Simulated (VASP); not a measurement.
# Ti4H (Im-3m) in VASP: further runs

Ti4H is run at these levels: PBE; tasks: single point, relaxation of cell and atoms.

All numbers are computed with VASP 6.6.1; they aren't measurements. Logs are shortened: lines on timing, memory, paths and dates and some standing lists are left out, and cuts for length are marked.

## (1) The cell of the first run

It takes space group Im-3m (No. 229, cubic). The conventional cell has a = 5.295 Å, b = 5.295 Å, c = 5.295 Å, α = 90.00°, β = 90.00°, γ = 90.00°. Ti (site symmetry -3m) has 2 H at 2.29 Å and 6 Ti at 2.65 Å within 3.0 Å. Within 3.0 Å of H (site symmetry m-3m) lie 8 Ti at 2.29 Å.

The cell was built from a structure type or drawn by symmetry, and may not be a known phase.

## (2) Single point, PBE

Input file INCAR:

```
SYSTEM = Ti4H
PREC = Accurate
ENCUT = 520
EDIFF = 1E-6
ISMEAR = 0
SIGMA = 0.1
LREAL = .False.
LASPH = .True.
NELM = 100
ALGO = Normal
ISIF = 2
LWAVE = .False.
LCHARG = .False.
GGA = PE
NBANDS = 32
```

Input file KPOINTS:

```
Automatic mesh
0
Gamma
  6 6 6
  0 0 0
```

Input file POSCAR:

```
Ti4H
1.0
   -2.6474739471      2.6474739471      2.6474739471
    2.6474739471     -2.6474739471      2.6474739471
    2.6474739471      2.6474739471     -2.6474739471
Ti H
4 1
Direct
    0.0000000000      0.0000000000      0.5000000000
    0.0000000000      0.5000000000      0.0000000000
    0.5000000000      0.0000000000      0.0000000000
    0.5000000000      0.5000000000      0.5000000000
    0.0000000000      0.0000000000      0.0000000000
```

Potentials or basis: VASP PAW PBE potentials, release 64 (Ti_sv, H).

On the command line:

```
$ cat potpaw_PBE.64/Ti_sv/POTCAR potpaw_PBE.64/H/POTCAR > POTCAR
$ mpirun -np 1 vasp_std > vasp.out
```

OUTCAR:

```text
SYSTEM = Ti4H
   PREC = Accurate
   ENCUT = 520
   EDIFF = 1E-6
   ISMEAR = 0
   LREAL = .False.
   LASPH = .True.
   NELM = 100
   ISIF = 2
   GGA = PE

 ion  position               nearest neighbor table
   1  0.000  0.000  0.500-   2 2.65   3 2.65   4 2.65   2 2.65   3 2.65   4 2.65
   2  0.000  0.500  0.000-   1 2.65   3 2.65   4 2.65   1 2.65   4 2.65   3 2.65
   3  0.500  0.000  0.000-   1 2.65   2 2.65   4 2.65   4 2.65   1 2.65   2 2.65
   4  0.500  0.500  0.500-   1 2.65   2 2.65   3 2.65   3 2.65   2 2.65   1 2.65
   5  0.000  0.000  0.000-

  LATTYP: Found a body centered cubic cell.
 ALAT       =     5.2949478942

  Lattice vectors:

 A1 = (  -2.6474739471,   2.6474739471,   2.6474739471)
 A2 = (   2.6474739471,  -2.6474739471,   2.6474739471)
 A3 = (   2.6474739471,   2.6474739471,  -2.6474739471)

Analysis of symmetry for initial positions (statically):
=====================================================================
 Subroutine PRICEL returns:
 Original cell was already a primitive cell.

 Routine SETGRP: Setting up the symmetry group for a
 body centered cubic supercell.

 Subroutine GETGRP returns: Found 48 space group operations
 (whereof 48 operations were pure point group operations)
 out of a pool of 48 trial point group operations.

The static configuration has the point symmetry O_h .

Analysis of symmetry for dynamics (positions and initial velocities):
=====================================================================
 Subroutine PRICEL returns:
 Original cell was already a primitive cell.

 Routine SETGRP: Setting up the symmetry group for a
 body centered cubic supercell.

 Subroutine GETGRP returns: Found 48 space group operations
 (whereof 48 operations were pure point group operations)
 out of a pool of 48 trial point group operations.

The dynamic configuration has the point symmetry O_h .

 Subroutine INISYM returns: Found 48 space group operations
 (whereof 48 operations are pure point group operations),
 and found     1 'primitive' translations

----------------------------------------------------------------------------------------

                                     Primitive cell

  volume of cell :      74.2258

  direct lattice vectors                    reciprocal lattice vectors
    -2.647473947  2.647473947  2.647473947     0.000000000  0.188859271  0.188859271
     2.647473947 -2.647473947  2.647473947     0.188859271  0.000000000  0.188859271
     2.647473947  2.647473947 -2.647473947     0.188859271  0.188859271  0.000000000

[... 82 lines left out ...]
   EDIFFG = 0.1E-04   stopping-criterion for IOM
   NSW    =      0    number of steps for IOM
   IBRION =     -1    ionic relax: 0-MD 1-quasi-New 2-CG
   NFREE  =      0    steps in history (QN), initial steepest desc. (CG)
   ISIF   =      2    stress and relaxation
   ISYM   =      2    0-nonsym 1-usesym 2-fastsym
   POTIM  = 0.5000    time-step for ionic-motion
   TEBEG  =    0.0;   TEEND  =   0.0 temperature during run
   PSTRESS=    0.0 pullay stress
   NELECT =      49.0000    total number of electrons
   NUPDOWN=      -1.0000    fix difference up-down
   EMIN   =  10.00;   EMAX   =-10.00  energy-range for DOS
   EFERMI =   0.00;   METHOD = LEGACY
   ISMEAR =     0;   SIGMA  =   0.10  broadening in eV -4-tet -1-fermi 0-gaus
   EFERMI_NEDOS =   21; number of points for ismear=-14 and -15
   IALGO  =     38    algorithm
   IMIX   =      4    mixing-type and parameters
     AMIX     =   0.40;   BMIX     =  1.00
     AMIX_MAG =   1.60;   BMIX_MAG =  1.00
  volume/ion in A,a.u.               =      14.85       100.18
  Fermi-wavevector in a.u.,A,eV,Ry     =   1.425460  2.693730 27.646187  2.031937
  Thomas-Fermi vector in A             =   2.545842
   LORBIT       =      0    0 simple, 1 ext, 2 COOP (PROOUT), +10 PAW based schemes
   GGA     = PE    functional components
   LHFCALC =     F    Hartree Fock is set to
   AEXX    =    0.0000 exact exchange contribution
   IVDW    =     0    specifies the selected vdW correction
   LEPSILON=     F    determine dielectric tensor
   LRPA    =     F    only Hartree local field effects (RPA)
 non-spin polarized calculation
 Gauss-broadening in eV      SIGMA  =   0.10
  energy-cutoff  :      520.00
  volume of cell :       74.23
 maximum number of plane-waves:      2016
 NGX is ok and might be reduce to    36
   NGX = 17   NGY = 17   NGZ = 17

 number of electron      49.0000000 magnetization

 Free energy of the ion-electron system (eV)
  ---------------------------------------------------
  ext. energy  EPLUGINS =         0.00000000
  ---------------------------------------------------
  free energy    TOTEN  =       -31.89598126 eV

  energy without entropy =      -31.82654831  energy(sigma->0) =      -31.86126479

 E-fermi :   7.7358     XC(G=0): -11.2600

 val. band max:        7.7292406890   @ k =   0.3333   0.1667   0.1667
 cond. band min:       7.7452208680   @ k =   0.3333   0.1667   0.1667
 fundamental gap:      0.0159801790
 Fermi energy:         7.7357500910

 k-point     1 :       0.0000    0.0000    0.0000
  band No.  band energies     occupation
      1     -48.8206      2.00000
      2     -48.5834      2.00000
      3     -48.5834      2.00000
      4     -48.5834      2.00000
      5     -25.3565      2.00000
      6     -25.3565      2.00000
[... 549 lines left out ...]
     31       9.6603      0.00000
     32       9.7842      0.00000

------------------------ aborting loop because EDIFF is reached ----------------------------------------

  FORCE on cell =-STRESS in cart. coord.  units (eV):
  Direction    XX          YY          ZZ          XY          YZ          ZX
  --------------------------------------------------------------------------------------
  -------------------------------------------------------------------------------------
  Total        0.0199523      0.0199523      0.0199523     -0.0000000      0.0000000     -0.0000000
  in kB        0.4306749      0.4306749      0.4306749     -0.0000000      0.0000000     -0.0000000
  external PRESSURE =       0.4306749 kB  Pullay stress =       0.0000000 kB

 VOLUME and BASIS-vectors are now :
 -----------------------------------------------------------------------------
  energy-cutoff  :      520.00
  volume of cell :       74.23
      direct lattice vectors                 reciprocal lattice vectors
    -2.647473947  2.647473947  2.647473947     0.000000000  0.188859271  0.188859271
     2.647473947 -2.647473947  2.647473947     0.188859271  0.000000000  0.188859271
     2.647473947  2.647473947 -2.647473947     0.188859271  0.188859271  0.000000000

 POSITION                                       TOTAL-FORCE (eV/Angst)
 -----------------------------------------------------------------------------------
      1.32374      1.32374     -1.32374        -0.000000      0.000000      0.000000
      1.32374     -1.32374      1.32374        -0.000000     -0.000000     -0.000000
     -1.32374      1.32374      1.32374         0.000000     -0.000000      0.000000
      1.32374      1.32374      1.32374        -0.000000      0.000000     -0.000000
      0.00000      0.00000      0.00000         0.000000      0.000000     -0.000000
 -----------------------------------------------------------------------------------
    total drift:                               -0.000000     -0.000000      0.000000

  FREE ENERGIE OF THE ION-ELECTRON SYSTEM (eV)
  ---------------------------------------------------
  free  energy   TOTEN  =       -31.8959812642 eV

  energy  without entropy=      -31.8265483114  energy(sigma->0) =      -31.86126479
```

It took 20 s on 1 thread of Intel Xeon 6975P-C (Granite Rapids), shared host; peak memory 0.21 GiB.

Results:

```
Free energy            : -31.8960 eV
Pressure               : 0.0 GPa
Band gap on the k mesh : zero (an odd number of electrons rules out a gap without spin polarisation)
```

Levels at points of the mesh, in eV from the Fermi level:
| k point | band 20 | band 21 | band 22 | band 23 | band 24 | band 25 | band 26 | band 27 | band 28 | band 29 |
| --- | --- | --- | --- | --- | --- | --- | --- | --- | --- | --- |
| (0.00, 0.00, 0.00) | -2.65 | -1.30 | -1.30 | -0.16 | -0.16 | -0.16 | 2.39 | 2.39 | 2.39 | 2.46 |
| (0.50, 0.00, 0.00) | -1.58 | -0.66 | -0.58 | 0.05 | 0.07 | 0.25 | 0.46 | 0.48 | 0.54 | 1.46 |
| (0.50, 0.50, 0.50) | -2.11 | -1.25 | -1.25 | -1.25 | -0.58 | -0.58 | -0.58 | -0.26 | -0.26 | 1.92 |

## (3) Single point, PBE

Input file INCAR:

```
ALGO     = Normal         # electronic algorithm
EDIFF    = 1E-7           # SCF threshold, eV
ENCUT    = 520            # plane-wave cutoff, eV
GGA      = PE             # functional
ISIF     = 2              # what is computed and relaxed
ISMEAR   = 0              # smearing method
LASPH    = T              # aspherical terms in the spheres
LCHARG   = T              # write CHGCAR
LELF     = T              # ELF
LREAL    = F              # projectors in reciprocal space
LVHAR    = T            
LWAVE    = F              # write WAVECAR
NBANDS   = 32             # bands
NELM     = 100            # most SCF steps
PREC     = Accurate       # precision mode
SIGMA    = 0.1            # smearing width, eV
```

Input file KPOINTS:

```
k-points
0
Gamma
  10 10 10
```

POSCAR is that of step 2.

Potentials or basis: VASP PAW PBE potentials, release 64 (Ti_sv, H).

On the command line:

```
$ cat potpaw_PBE.64/Ti_sv/POTCAR potpaw_PBE.64/H/POTCAR > POTCAR
$ mpirun -np 1 vasp_std > vasp.out
```

It took 51 s on 1 thread of Intel Xeon 6975P-C (Granite Rapids), shared host; peak memory 0.24 GiB.

The run converged. Its results:

```
Free energy            : -31.9441 eV
Pressure               : -0.2 GPa
Band gap on the k mesh : zero (an odd number of electrons rules out a gap without spin polarisation)
```

Levels at points of the mesh, in eV from the Fermi level:
```
           k point  band 21  band 22  band 23  band 24  band 25  band 26  band 27  band 28
(0.00, 0.00, 0.00)    -1.29    -1.29    -0.15    -0.15    -0.15     2.40     2.40     2.40
(0.50, 0.00, 0.00)    -0.65    -0.56     0.06     0.08     0.26     0.48     0.49     0.56
(0.50, 0.50, 0.50)    -1.23    -1.23    -1.23    -0.56    -0.56    -0.56    -0.24    -0.24
```

## (4) Relaxation of cell and atoms, PBE

This run uses another cell than the first one, of 12.68 Å³/atom.

Input file INCAR:

```
PREC = Accurate
ENCUT = 600
EDIFF = 1E-7
ISMEAR = 0
SIGMA = 0.1
LREAL = F
LASPH = T
NELM = 100
ALGO = Normal
ISIF = 3
LWAVE = F
LCHARG = F
GGA = PE
IBRION = 2
NSW = 90
EDIFFG = -0.04
```

Input file KPOINTS:

```
Automatic mesh
0
Gamma
  6 6 6
```

POSCAR, as its differences from that of step 3:

```diff
@@ -2,5 +2,5 @@
 1.0
-   -2.6474739471      2.6474739471      2.6474739471
-    2.6474739471     -2.6474739471      2.6474739471
-    2.6474739471      2.6474739471     -2.6474739471
+   -2.5116786500      2.5116786500      2.5116786500
+    2.5116786500     -2.5116786500      2.5116786500
+    2.5116786500      2.5116786500     -2.5116786500
 Ti H
```

On the command line:

```
$ cat potpaw_PBE.64/Ti_sv/POTCAR potpaw_PBE.64/H/POTCAR > POTCAR
$ mpirun -np 1 vasp_std > vasp.out
```

Wall time 54 s (1 thread of Intel Xeon 6975P-C (Granite Rapids), shared host); peak memory 0.22 GiB.

It converged, with:

```yaml
Free_energy: -31.8908 eV
Relaxed_volume: 14.84 Å³/atom
Relaxed_cell: a = 4.585 Å, b = 4.585 Å, c = 4.585 Å, α = 109.47°, β = 109.47°, γ = 109.47°
Space_group_after_relaxing_to_0.1_Å: Im-3m (No. 229)
Energy_gained_by_relaxing: 106.2 meV/atom
Ionic_steps: 3
Pressure_after_relaxing: 0.1 GPa
Band_gap_on_the_k_mesh: zero (an odd number of electrons rules out a gap without spin polarisation)
```

The path:
```csv
step,energy change (eV),largest force (eV/Å),pressure (GPa),volume (Å³)
1,0.0000,0.0000,17.62,63.38
2,-0.5050,0.0000,-2.89,77.05
3,-0.5309,0.0000,0.10,74.18
```

Final structure:
```
Ti H
1.0
    -2.64697    2.64697    2.64697
     2.64697   -2.64697    2.64697
     2.64697    2.64697   -2.64697
Ti H
4 1
Direct
  0.00000 0.00000 0.50000
  0.00000 0.50000 0.00000
  0.50000 0.00000 0.00000
  0.50000 0.50000 0.50000
  0.00000 0.00000 0.00000
```

Levels at points of the mesh, in eV from the Fermi level:
| k point | band 22 | band 23 | band 24 | band 25 | band 26 | band 27 |
| --- | --- | --- | --- | --- | --- | --- |
| (0.00, 0.00, 0.00) | -1.30 | -0.16 | -0.16 | -0.16 | 2.39 | 2.39 |
| (0.50, 0.00, 0.00) | -0.58 | 0.05 | 0.07 | 0.25 | 0.46 | 0.48 |
| (0.50, 0.50, 0.50) | -1.25 | -1.25 | -0.58 | -0.58 | -0.58 | -0.26 |

Caveat: the volume moved by over 15 % at a fixed basis, so the end points are rough.

## (5) Relaxation of cell and atoms, PBE

Input file INCAR:

```
SYSTEM = Ti4H
  PREC = Accurate
  ENCUT = 600
  EDIFF = 1E-6
  ISMEAR = 0
  SIGMA = 0.1
  LREAL = .False.
  LASPH = .True.
  NELM = 60
  ALGO = Normal
  ISIF = 3
  LWAVE = .False.
  LCHARG = .False.
  GGA = PE
  IBRION = 2
  NSW = 100
  EDIFFG = -0.01
```

Input file KPOINTS:

```
regular mesh
0
Gamma
  10 10 10
  0 0 0
```

POSCAR, as its differences from that of step 4:

```diff
@@ -2,5 +2,5 @@
 1.0
-   -2.5116786500      2.5116786500      2.5116786500
-    2.5116786500     -2.5116786500      2.5116786500
-    2.5116786500      2.5116786500     -2.5116786500
+   -2.6474739471      2.6474739471      2.6474739471
+    2.6474739471     -2.6474739471      2.6474739471
+    2.6474739471      2.6474739471     -2.6474739471
 Ti H
```

On the command line:

```
$ cat potpaw_PBE.64/Ti_sv/POTCAR potpaw_PBE.64/H/POTCAR > POTCAR
$ mpirun -np 1 vasp_std > vasp.out
```

Wall time 97 s (1 thread of Intel Xeon 6975P-C (Granite Rapids), shared host); peak memory 0.3 GiB.

The run converged. Its results:

| Item | Value |
| --- | --- |
| Free energy | -31.9443 eV |
| Relaxed volume | 14.81 Å³/atom |
| Relaxed cell | a = 4.582 Å, b = 4.582 Å, c = 4.582 Å, α = 109.47°, β = 109.47°, γ = 109.47° |
| Space group after relaxing (to 0.1 Å) | Im-3m (No. 229) |
| Energy gained by relaxing | 0.0 meV/atom |
| Ionic steps | 2 |
| Pressure after relaxing | 0.0 GPa |
| Band gap on the k mesh | zero (an odd number of electrons rules out a gap without spin polarisation) |

Final structure:
```xyz
5
Lattice="-2.6455 2.6455 2.6455 2.6455 -2.6455 2.6455 2.6455 2.6455 -2.6455" Properties=species:S:1:pos:R:3 pbc="T T T"
Ti    1.3227    1.3227    3.9682
Ti    1.3227   -1.3227    1.3227
Ti    1.3227   -1.3227    3.9682
Ti    1.3227    1.3227    1.3227
H     2.6455    2.6455    2.6455
```

Levels at points of the mesh, in eV from the Fermi level:
| k point | band 22 | band 23 | band 24 | band 25 | band 26 | band 27 |
| --- | --- | --- | --- | --- | --- | --- |
| (0.00, 0.00, 0.00) | -1.29 | -0.15 | -0.15 | -0.15 | 2.41 | 2.41 |
| (0.50, 0.00, 0.00) | -0.57 | 0.06 | 0.08 | 0.26 | 0.48 | 0.50 |
| (0.50, 0.50, 0.50) | -1.24 | -1.24 | -0.57 | -0.57 | -0.57 | -0.24 |

## (6) Overview

| task | cell | k mesh | cutoff (eV) | gap on the mesh (eV) | pressure (GPa) | relaxed volume (Å³/atom) |
| --- | --- | --- | --- | --- | --- | --- |
| single point | a = 4.586 Å, angles 109.5°, 5 atoms | 6 × 6 × 6 | 520 | none | 0.0 | - |
| single point | a = 4.586 Å, angles 109.5°, 5 atoms | 10 × 10 × 10 | 520 | none | -0.2 | - |
| relaxation of cell and atoms | relaxed from a = 4.350 Å, angles 109.5°, 5 atoms | 6 × 6 × 6 | 600 | none | 0.1 | 14.84 |
| relaxation of cell and atoms | relaxed from a = 4.586 Å, angles 109.5°, 5 atoms | 10 × 10 × 10 | 600 | none | 0.0 | 14.81 |

Alike in all rows: level PBE; potentials or basis VASP PAW PBE potentials, release 64 (Ti_sv, H); no spin polarisation; smearing gaussian 0.1 eV.

Caveats: the volume moved by over 15 % at a fixed basis, so the end points are rough (at least some runs).

Total energies depend on the potentials used, so only differences within one code and one set of settings carry meaning.
